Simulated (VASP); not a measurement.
# Hf3Be (P6_3/mmc) in VASP: notebook

Hf3Be is run at these levels: PBE; tasks: single point, relaxation of cell and atoms.

Program: VASP 6.6.1. These are calculated values, not measurements. Logs are shortened: lines on timing, memory, paths and dates and some standing lists are left out, and cuts for length are marked.

**1. The cell of the first run**

It takes space group P6_3/mmc (No. 194, hexagonal). Conventional cell: a = 6.002 Å, b = 6.002 Å, c = 4.874 Å, α = 90.00°, β = 90.00°, γ = 120.00°. Within 3.8 Å of Hf (site symmetry mm2) lie 8 Hf at 2.90 to 3.10 Å and 4 Be at 2.96 to 3.00 Å. Be (site symmetry -6m2) has 12 Hf at 2.96 to 3.00 Å within 3.9 Å.

**2. Single point, PBE**

Input file INCAR:

```
SYSTEM = Hf3Be
PREC     = Accurate       ! precision mode
ENCUT    = 520            ! plane-wave cutoff, eV
EDIFF    = 1E-6           ! SCF threshold, eV
ISMEAR   = 0              ! smearing method
SIGMA    = 0.1            ! smearing width, eV
LREAL    = .False.        ! projectors in reciprocal space
LASPH    = .True.         ! aspherical terms in the spheres
NELM     = 100            ! most SCF steps
ALGO     = Fast           ! electronic algorithm
ISIF     = 2              ! what is computed and relaxed
LWAVE    = .False.        ! write WAVECAR
LCHARG   = .False.        ! write CHGCAR
GGA      = PE             ! functional
NBANDS   = 42             ! bands
```

Input file KPOINTS:

```
regular mesh
0
Gamma
  6 6 8
  0 0 0
```

Input file POSCAR:

```
Hf3Be
1.0
    6.0024590468      0.0000000000      0.0000000000
   -3.0012295234      5.1982820197      0.0000000000
    0.0000000000      0.0000000000      4.8744423423
Hf Be
6 2
Direct
    0.8275915510      0.6551831020      0.2500000000
    0.1724084490      0.8275915510      0.7500000000
    0.3448168980      0.1724084490      0.2500000000
    0.1724084490      0.3448168980      0.7500000000
    0.8275915510      0.1724084490      0.2500000000
    0.6551831020      0.8275915510      0.7500000000
    0.3333333333      0.6666666667      0.2500000000
    0.6666666667      0.3333333333      0.7500000000
```

Potentials or basis: VASP PAW PBE potentials, release 64 (Hf_pv, Be).

Command:

```console
cat potpaw_PBE.64/Hf_pv/POTCAR potpaw_PBE.64/Be/POTCAR > POTCAR
mpirun -np 1 vasp_std > vasp.out
```

OUTCAR:

```text
SYSTEM = Hf3Be
   PREC = Accurate
   ENCUT = 520
   EDIFF = 1E-6
   ISMEAR = 0
   LREAL = .False.
   LASPH = .True.
   NELM = 100
   ISIF = 2
   GGA = PE

 ion  position               nearest neighbor table
   1  0.828  0.655  0.250-   3 2.90   5 2.90   8 2.96   8 2.96   7 3.00   7 3.00   6 3.03   6 3.03
                             2 3.03   2 3.03   5 3.10   3 3.10
   2  0.172  0.828  0.750-   4 2.90   6 2.90   7 2.96   7 2.96   8 3.00   8 3.00   3 3.03   3 3.03
                             1 3.03   1 3.03   4 3.10   6 3.10
   3  0.345  0.172  0.250-   1 2.90   5 2.90   8 2.96   8 2.96   7 3.00   7 3.00   2 3.03   2 3.03
                             4 3.03   4 3.03   1 3.10   5 3.10
   4  0.172  0.345  0.750-   2 2.90   6 2.90   7 2.96   7 2.96   8 3.00   8 3.00   3 3.03   3 3.03
                             5 3.03   5 3.03   2 3.10   6 3.10
   5  0.828  0.172  0.250-   1 2.90   3 2.90   8 2.96   8 2.96   7 3.00   7 3.00   6 3.03   6 3.03
                             4 3.03   4 3.03   1 3.10   3 3.10
   6  0.655  0.828  0.750-   4 2.90   2 2.90   7 2.96   7 2.96   8 3.00   8 3.00   5 3.03   5 3.03
                             1 3.03   1 3.03   4 3.10   2 3.10
   7  0.333  0.667  0.250-   2 2.96   2 2.96   4 2.96   4 2.96   6 2.96   6 2.96   3 3.00   1 3.00
                             5 3.00   5 3.00   3 3.00   1 3.00
   8  0.667  0.333  0.750-   5 2.96   5 2.96   1 2.96   1 2.96   3 2.96   3 2.96   6 3.00   4 3.00
                             2 3.00   2 3.00   6 3.00   4 3.00

  LATTYP: Found a hexagonal cell.
 ALAT       =     6.0024590468
 C/A-ratio  =     0.8120742356

  Lattice vectors:

 A1 = (   6.0024590468,   0.0000000000,   0.0000000000)
 A2 = (  -3.0012295234,   5.1982820197,   0.0000000000)
 A3 = (   0.0000000000,   0.0000000000,   4.8744423423)

Analysis of symmetry for initial positions (statically):
=====================================================================
 Subroutine PRICEL returns:
 Original cell was already a primitive cell.

 Routine SETGRP: Setting up the symmetry group for a
 hexagonal supercell.

 Subroutine GETGRP returns: Found 24 space group operations
 (whereof 12 operations were pure point group operations)
 out of a pool of 24 trial point group operations.

The static configuration has the point symmetry D_3d.
 The point group associated with its full space group is D_6h.

Analysis of symmetry for dynamics (positions and initial velocities):
=====================================================================
 Subroutine PRICEL returns:
 Original cell was already a primitive cell.

[... 122 lines left out ...]
   EDIFFG = 0.1E-04   stopping-criterion for IOM
   NSW    =      0    number of steps for IOM
   IBRION =     -1    ionic relax: 0-MD 1-quasi-New 2-CG
   NFREE  =      0    steps in history (QN), initial steepest desc. (CG)
   ISIF   =      2    stress and relaxation
   ISYM   =      2    0-nonsym 1-usesym 2-fastsym
   POTIM  = 0.5000    time-step for ionic-motion
   TEBEG  =    0.0;   TEEND  =   0.0 temperature during run
   PSTRESS=    0.0 pullay stress
   NELECT =      64.0000    total number of electrons
   NUPDOWN=      -1.0000    fix difference up-down
   EMIN   =  10.00;   EMAX   =-10.00  energy-range for DOS
   EFERMI =   0.00;   METHOD = LEGACY
   ISMEAR =     0;   SIGMA  =   0.10  broadening in eV -4-tet -1-fermi 0-gaus
   EFERMI_NEDOS =   21; number of points for ismear=-14 and -15
   IALGO  =     68    algorithm
   IMIX   =      4    mixing-type and parameters
     AMIX     =   0.40;   BMIX     =  1.00
     AMIX_MAG =   1.60;   BMIX_MAG =  1.00
  volume/ion in A,a.u.               =      19.01       128.30
  Fermi-wavevector in a.u.,A,eV,Ry     =   1.226771  2.318261 20.476320  1.504967
  Thomas-Fermi vector in A             =   2.361759
   LORBIT       =      0    0 simple, 1 ext, 2 COOP (PROOUT), +10 PAW based schemes
   GGA     = PE    functional components
   LHFCALC =     F    Hartree Fock is set to
   AEXX    =    0.0000 exact exchange contribution
   IVDW    =     0    specifies the selected vdW correction
   LEPSILON=     F    determine dielectric tensor
   LRPA    =     F    only Hartree local field effects (RPA)
 non-spin polarized calculation
 RMM-DIIS sequential band-by-band and
 Gauss-broadening in eV      SIGMA  =   0.10
  energy-cutoff  :      520.00
  volume of cell :      152.09
 maximum number of plane-waves:      4116
 NGX is ok and might be reduce to    48
   NGX = 23   NGY = 23   NGZ = 19

 number of electron      64.0000013 magnetization

 Free energy of the ion-electron system (eV)
  ---------------------------------------------------
  ext. energy  EPLUGINS =         0.00000000
  ---------------------------------------------------
  free energy    TOTEN  =       -66.04669139 eV

  energy without entropy =      -65.99349692  energy(sigma->0) =      -66.02009415

 E-fermi :   4.6160     XC(G=0): -11.1427

 val. band max:        4.6097087926   @ k =   0.3333   0.3333   0.1250
 cond. band min:       4.6404685053   @ k =   0.1667   0.0000   0.1250
 fundamental gap:      0.0307597126
 Fermi energy:         4.6160126866

 k-point     1 :       0.0000    0.0000    0.0000
  band No.  band energies     occupation
      1     -26.1973      2.00000
      2     -26.0126      2.00000
      3     -25.9909      2.00000
      4     -25.8186      2.00000
      5     -25.8186      2.00000
      6     -25.7557      2.00000
[... 1069 lines left out ...]
     41       7.2282      0.00000
     42       7.9906      0.00000

 [... further k-points ...]
[... 5 lines left out ...]
  --------------------------------------------------------------------------------------
  -------------------------------------------------------------------------------------
  Total       -0.3582333     -0.3582333     -0.3034007     -0.0000000     -0.0000000      0.0000000
  in kB       -3.7736582     -3.7736582     -3.1960473     -0.0000000     -0.0000000      0.0000000
  external PRESSURE =      -3.5811212 kB  Pullay stress =       0.0000000 kB

 VOLUME and BASIS-vectors are now :
 -----------------------------------------------------------------------------
  energy-cutoff  :      520.00
  volume of cell :      152.09
      direct lattice vectors                 reciprocal lattice vectors
     6.002459047  0.000000000  0.000000000     0.166598388  0.096185624  0.000000000
    -3.001229523  5.198282020  0.000000000     0.000000000  0.192371248  0.000000000
     0.000000000  0.000000000  4.874442342     0.000000000  0.000000000  0.205151673

 POSITION                                       TOTAL-FORCE (eV/Angst)
 -----------------------------------------------------------------------------------
      3.00123      3.40583      1.21861         0.000000     -0.014473     -0.000000
     -1.44892      4.30205      3.65583         0.012534     -0.007237     -0.000000
      1.55231      0.89623      1.21861         0.012534      0.007237      0.000000
      0.00000      1.79246      3.65583        -0.000000      0.014473      0.000000
      4.45015      0.89623      1.21861        -0.012534      0.007237     -0.000000
      1.44892      4.30205      3.65583        -0.012534     -0.007237     -0.000000
     -0.00000      3.46552      1.21861         0.000000      0.000000      0.000000
      3.00123      1.73276      3.65583         0.000000      0.000000      0.000000
 -----------------------------------------------------------------------------------
    total drift:                               -0.000000      0.000000     -0.000000

  FREE ENERGIE OF THE ION-ELECTRON SYSTEM (eV)
  ---------------------------------------------------
  free  energy   TOTEN  =       -66.0466913900 eV

  energy  without entropy=      -65.9934969159  energy(sigma->0) =      -66.02009415
```

OSZICAR:

```text
N       E                     dE             d eps       ncg     rms          rms(c)
DAV:   1     0.268132394714E+03    0.26813E+03   -0.34482E+04  2964   0.144E+03
DAV:   2    -0.478764952549E+02   -0.31601E+03   -0.29958E+03  3322   0.360E+02
DAV:   3    -0.683736901918E+02   -0.20497E+02   -0.18960E+02  3976   0.597E+01
DAV:   4    -0.690854675896E+02   -0.71178E+00   -0.68849E+00  3656   0.101E+01
DAV:   5    -0.691060899538E+02   -0.20622E-01   -0.20532E-01  3984   0.171E+00    0.101E+02
RMM:   6    -0.663080553024E+02    0.27980E+01   -0.54966E+00  3112   0.721E+00    0.624E+01
RMM:   7    -0.662596352653E+02    0.48420E-01   -0.68395E+00  3614   0.898E+00    0.544E+00
RMM:   8    -0.660385035826E+02    0.22113E+00   -0.93879E-01  3145   0.386E+00    0.223E+00
RMM:   9    -0.660451431059E+02   -0.66395E-02   -0.14447E-01  4145   0.141E+00    0.136E+00
RMM:  10    -0.660466912403E+02   -0.15481E-02   -0.26530E-02  4293   0.506E-01    0.420E-01
RMM:  11    -0.660467039957E+02   -0.12755E-04   -0.70910E-03  3739   0.270E-01    0.141E-01
RMM:  12    -0.660466291529E+02    0.74843E-04   -0.17563E-03  4032   0.134E-01    0.156E-01
RMM:  13    -0.660466909062E+02   -0.61753E-04   -0.58555E-04  4506   0.544E-02    0.693E-02
RMM:  14    -0.660466869171E+02    0.39891E-05   -0.11315E-04  4018   0.291E-02    0.119E-02
RMM:  15    -0.660466911666E+02   -0.42495E-05   -0.36060E-05  3647   0.173E-02    0.956E-03
RMM:  16    -0.660466913900E+02   -0.22344E-06   -0.85855E-06  3254   0.797E-03
   1 F= -.66046691E+02 E0= -.66020094E+02  d E =-.531945E-01
```

stdout:

```text
POSCAR found type information on POSCAR HfBe
 POSCAR found :  2 types and       8 ions
 scaLAPACK will be used
 LDA part: xc-table for (Slater+PW92), standard interpolation
 POSCAR, INCAR and KPOINTS ok, starting setup
 FFT: planning ... GRIDC
 FFT: planning ... GRID_SOFT
 FFT: planning ... GRID
 WAVECAR not read
 entering main loop
```

Wall time 4.6 min (1 thread of Intel Xeon 6975P-C, shared host); peak memory 0.37 GiB.

What came out:

```yaml
Free_energy: -66.0467 eV
Pressure: -0.4 GPa
Largest_force: 0.014 eV/Å
Band_gap_on_the_k_mesh: zero (band 32 reaches 4.79 eV, above the bottom of band 33 at 4.52 eV)
```

Forces on the atoms (eV/Å):
```
Hf   0.000 -0.014  0.000
Hf   0.013 -0.007  0.000
Hf   0.013  0.007  0.000
Hf   0.000  0.014  0.000
Hf  -0.013  0.007  0.000
Hf  -0.013 -0.007  0.000
Be   0.000  0.000  0.000
Be   0.000  0.000  0.000
```

Levels at points of the mesh, in eV from the Fermi level:
| k point | band 30 | band 31 | band 32 | band 33 | band 34 | band 35 |
| --- | --- | --- | --- | --- | --- | --- |
| (0.00, 0.00, 0.00) | -0.74 | -0.74 | -0.37 | 0.29 | 0.69 | 1.23 |
| (0.50, 0.00, 0.00) | -0.75 | -0.68 | -0.13 | 0.03 | 0.89 | 0.99 |
| (0.00, 0.00, 0.50) | -0.52 | -0.40 | -0.40 | 0.16 | 0.16 | 1.03 |
| (0.50, 0.00, 0.50) | -0.40 | 0.04 | 0.04 | 0.34 | 0.34 | 0.74 |

Caveat: spin-orbit coupling is left out, which moves the levels of the heavy elements.

**3. Relaxation of cell and atoms, PBE**

This run uses another cell than the first one, of 19.21 Å³/atom, 1.010 times its volume.

Input file INCAR:

```
PREC     = Accurate       # precision mode
ENCUT    = 600            # plane-wave cutoff, eV
EDIFF    = 1E-7           # SCF threshold, eV
ISMEAR   = 0              # smearing method
SIGMA    = 0.1            # smearing width, eV
LREAL    = False          # projectors in reciprocal space
LASPH    = True           # aspherical terms in the spheres
NELM     = 100            # most SCF steps
ALGO     = Fast           # electronic algorithm
ISIF     = 3              # what is computed and relaxed
LWAVE    = False          # write WAVECAR
LCHARG   = False          # write CHGCAR
GGA      = PE             # functional
IBRION   = 2              # ionic algorithm
NSW      = 90             # ionic steps
EDIFFG   = -0.04          # ionic threshold
```

Input file KPOINTS:

```
Automatic mesh
0
Gamma
  3 3 4
```

Input file POSCAR:

```
Hf3Be
1.0
    6.0463490252      0.0000000000      0.0000000000
   -3.0231745126      5.2362918559      0.0000000000
    0.0000000000      0.0000000000      4.8531279979
Hf Be
6 2
Direct
    0.8330000000      0.6660000000      0.2500000000
    0.1670000000      0.8330000000      0.7500000000
    0.3340000000      0.1670000000      0.2500000000
    0.1670000000      0.3340000000      0.7500000000
    0.8330000000      0.1670000000      0.2500000000
    0.6660000000      0.8330000000      0.7500000000
    0.3333333333      0.6666666667      0.2500000000
    0.6666666667      0.3333333333      0.7500000000
```

Potentials or basis: VASP PAW PBE potentials, release 64 (Hf_pv, Be).

Command:

```console
cat potpaw_PBE.64/Hf_pv/POTCAR potpaw_PBE.64/Be/POTCAR > POTCAR
mpirun -np 1 vasp_std > vasp.out
```

It took 8.2 min on 1 thread of Intel Xeon 6975P-C, shared host; peak memory 0.33 GiB.

Results (log left out):

```yaml
Free_energy: -66.0325 eV
Relaxed_volume: 18.93 Å³/atom
Relaxed_cell: a = 6.022 Å, b = 6.022 Å, c = 4.821 Å, α = 90.00°, β = 90.00°, γ = 120.00°
Space_group_after_relaxing_to_0.05_Å: P6_3/mmc (No. 194)
Energy_gained_by_relaxing: 26.1 meV/atom
Ionic_steps: 7
Pressure_after_relaxing: -0.1 GPa
Band_gap_on_the_k_mesh: zero (band 32 reaches 4.64 eV, above the bottom of band 33 at 4.56 eV)
```

Forces on the atoms (eV/Å):
```
Hf   0.000 -0.002  0.000
Hf   0.002 -0.001  0.000
Hf   0.002  0.001  0.000
Hf   0.000  0.002  0.000
Hf  -0.002  0.001  0.000
Hf  -0.002 -0.001  0.000
Be   0.000  0.000  0.000
Be   0.000  0.000  0.000
```

Stress tensor (GPa, compression positive):
```
-0.16  0.00  0.00
 0.00 -0.16  0.00
 0.00  0.00  0.17
```

The path:
```
step  energy change (eV)  largest force (eV/Å)  pressure (GPa)  volume (Å³)
   1              0.0000                0.9762           -0.46       153.65
   2             -0.1912                0.2204           -0.52       152.41
   3             -0.1966                0.0384           -0.40       152.17
   4             -0.1966                0.0618           -0.42       152.20
   5             -0.2050                0.0411            0.29       151.03
   6             -0.2059                0.0317            0.61       150.53
   7             -0.2090                0.0024           -0.05       151.40
```

Final structure:
```
Hf Be
1.0
     6.02163    0.00000    0.00000
    -3.01081    5.21488    0.00000
     0.00000    0.00000    4.82138
Hf Be
6 2
Direct
  0.82674 0.65349 0.25000
  0.17326 0.82674 0.75000
  0.34651 0.17326 0.25000
  0.17326 0.34651 0.75000
  0.82674 0.17326 0.25000
  0.65349 0.82674 0.75000
  0.33333 0.66667 0.25000
  0.66667 0.33333 0.75000
```

Levels at points of the mesh, in eV from the Fermi level:
```
           k point  band 28  band 29  band 30  band 31  band 32  band 33  band 34  band 35  band 36  band 37
(0.00, 0.00, 0.00)    -1.26    -1.26    -0.74    -0.74    -0.39     0.42     0.72     1.24     1.24     1.39
(0.00, 0.00, 0.50)    -0.52    -0.52    -0.52    -0.34    -0.34     0.17     0.17     1.06     1.06     1.06
```

Caveat: the k points lie up to 0.40 Å⁻¹ apart in the final cell; spin-orbit coupling is left out, which moves the levels of the heavy elements.

(Part 1 of 2 ends here.)
